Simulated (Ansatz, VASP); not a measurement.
Hg in VASP and in Ansatz

Contents of INCAR:

```
PREC = Accurate
ENCUT = 520
EDIFF = 1E-7
ISMEAR = 0
SIGMA = 0.05
LREAL = F
LASPH = T
NELM = 80
ALGO = Fast
ISIF = 2
LWAVE = F
LCHARG = F
GGA = PS
NBANDS = 25
```

KPOINTS

```
regular mesh
0
Gamma
  12 12 4
```

POSCAR

```
Hg
1.0
    2.9759504134     -1.7320241536      0.1181889045
    2.9759504134      1.7320241536      0.1181889045
   -1.6702884699      0.0000000000      8.5047924655
Hg
3
Direct
    0.7893308039      0.7893308039      0.3363911794
    0.2106691961      0.2106691961      0.6636088206
    0.0000000000      0.0000000000      0.0000000000
```

Input for Ansatz:

```yaml
crystal:
  lattice:
    - [2.9759504134, -1.7320241536, 0.1181889045]
    - [2.9759504134, 1.7320241536, 0.1181889045]
    - [-1.6702884699, 0.0, 8.5047924655]
  atoms:
    - { symbol: Hg, position: [0.7893308039, 0.7893308039, 0.3363911794] }
    - { symbol: Hg, position: [0.2106691961, 0.2106691961, 0.6636088206] }
    - { symbol: Hg, position: [0.0, 0.0, 0.0] }
basis:
  ecutwfc: 420
kpoints:
  mp_grid: { grid: [12, 12, 4] }
hamiltonian:
  xc: pbesol
scf:
  occupations: { method: gaussian, width: 0.05 }
output:
  forces: true
  stress: true
  eigenvalues: true
  populations: true
```

Alike in both runs: task single point; functional PBEsol; k mesh 12 × 12 × 4; occupations gaussian, width 0.05 eV; no spin polarisation.

|  | VASP | Ansatz |
| --- | --- | --- |
| version | VASP 6.6.1 | Ansatz 0.2.0 |
| potentials or method | VASP PAW PBE potentials, release 64 (Hg), cutoff 520 eV | scalar-relativistic, plane waves, PAW |
| valence electrons in the cell | 36 | 60 |

```tsv
	VASP	Ansatz	Ansatz less VASP
gap on the k mesh at the Fermi level (eV)	none	none	-
pressure (GPa)	-2.7	-2.8	-0.10
traceless stress, the component that is largest in VASP (GPa)	-0.20	-0.20	+0.003
rms of the force components (eV/Å)	0.008	0.009	+0.0005
```

VASP's potentials were made for PBE, not for PBEsol. Atom by atom the forces differ by 0.001 eV/Å (rms over components). A gap of «none» marks a metal or a gap that the smearing closes. With one functional, cell and mesh, what is left measures potentials, basis and numerics. VASP's potentials hold 36 valence electrons a cell and Ansatz's 60, so a difference there can come from the potentials and not from the codes.

Spin-orbit coupling is off throughout.
